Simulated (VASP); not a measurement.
Crystal: Al5As.

```
Al As
1.0
     2.47962   -4.08209    0.00000
     2.47962    4.08209    0.00000
     0.00000    0.00000    5.37568
Al As
5 1
Direct
  0.00000 0.00000 0.00000
  0.33134 0.66866 0.25099
  0.66866 0.33134 0.25099
  0.33134 0.66866 0.74901
  0.66866 0.33134 0.74901
  0.00000 0.00000 0.50000
```

| Item | Value |
| --- | --- |
| Program | VASP 6.6.1 |
| Task | relaxation of cell and atoms |
| Functional | PBE |
| Potentials or basis | VASP PAW PBE potentials, release 64 (Al, As) |
| Cutoff | 600 eV |
| k mesh | 10 × 10 × 8 |
| Occupations | gaussian, width 0.1 eV |
| Spin | no spin polarisation |

At the start: pressure -0.2 GPa; volume 18.14 Å³/atom.

Q: How do energy, volume and symmetry change on relaxing?

A: Over 16 steps the energy falls by 16.5 meV/atom and the volume is 17.92 Å³/atom (-1.2 %); space group Cmmm (No. 65, to 0.05 Å).

The path:
```
step  energy change (eV)  largest force (eV/Å)  pressure (GPa)  volume (Å³)
   1              0.0000                0.1285           -0.23       108.83
   2             -0.0483                0.0769           -0.37       108.39
   3             -0.0761                0.0705           -0.27       107.76
   4             -0.0793                0.0757           -0.15       107.53
   5             -0.0850                0.0935            0.17       107.03
   6             -0.0680                0.1543            1.15       105.93
   7             -0.0853                0.0963            0.27       106.91
   8             -0.0923                0.0231           -0.08       107.56
   9             -0.0925                0.0458           -0.15       107.68
  10             -0.0946                0.0581            0.05       107.36
  11             -0.0959                0.0768            0.33       106.91
  12             -0.0972                0.0649            0.25       107.05
  13             -0.0987                0.0305            0.03       107.44
  14             -0.0987                0.0290            0.02       107.46
  15             -0.0989                0.0176            0.01       107.47
  16             -0.0990                0.0062           -0.01       107.50
```

Final structure:
```cif
data_structure
_symmetry_space_group_name_H-M 'P 1'
_symmetry_Int_Tables_number 1
_cell_length_a 4.5764
_cell_length_b 4.5764
_cell_length_c 5.7289
_cell_angle_alpha 90.000
_cell_angle_beta 90.000
_cell_angle_gamma 116.368
_cell_volume 107.50
loop_
_atom_site_label
_atom_site_type_symbol
_atom_site_fract_x
_atom_site_fract_y
_atom_site_fract_z
_atom_site_occupancy
Al1 Al 0.00000 0.00000 0.00000 1
Al2 Al 0.32882 0.67118 0.24664 1
Al3 Al 0.67118 0.32882 0.24664 1
Al4 Al 0.32882 0.67118 0.75336 1
Al5 Al 0.67118 0.32882 0.75336 1
As1 As 0.00000 0.00000 0.50000 1
```
